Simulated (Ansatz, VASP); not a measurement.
One calculation of Ga3Ir2, two programs

```
CELL_PARAMETERS angstrom
4.24366 0.00000 0.00000
-2.12183 3.67512 0.00000
0.00000 0.00000 7.63715
ATOMIC_POSITIONS crystal
Ga 0.00000 0.00000 0.67731
Ga 0.00000 0.00000 0.32269
Ga 0.00000 0.00000 0.00000
Ir 0.33333 0.66667 0.50000
Ir 0.66667 0.33333 0.50000
```

Alike in both runs: functional PBE; k mesh 12 × 12 × 6; occupations gaussian, width 0.1 eV; no spin polarisation.

Ansatz relaxed the structure, and its values are those at the end. VASP's run is a single point on that final structure, the one shown.

|  | VASP | Ansatz |
| --- | --- | --- |
| version | VASP 6.6.1 | Ansatz 0.2.0 |
| potentials or method | VASP PAW PBE potentials, release 64 (Ga_d, Ir), cutoff 520 eV | scalar-relativistic, plane waves, PAW |
| valence electrons in the cell | 57 | 73 |

|  | VASP | Ansatz | Ansatz less VASP |
| --- | --- | --- | --- |
| gap on the k mesh at the Fermi level (eV) | none | none | - |
| pressure (GPa) | 0.1 | 0.0 | -0.11 |
| rms of the force components (eV/Å) | 0.005 | 0.000 | -0.0046 |

A gap of «none» marks a metal or a gap that the smearing closes. VASP's potentials hold 57 valence electrons a cell and Ansatz's 73, so a difference there can come from the potentials and not from the codes.

Spin-orbit coupling is off throughout.
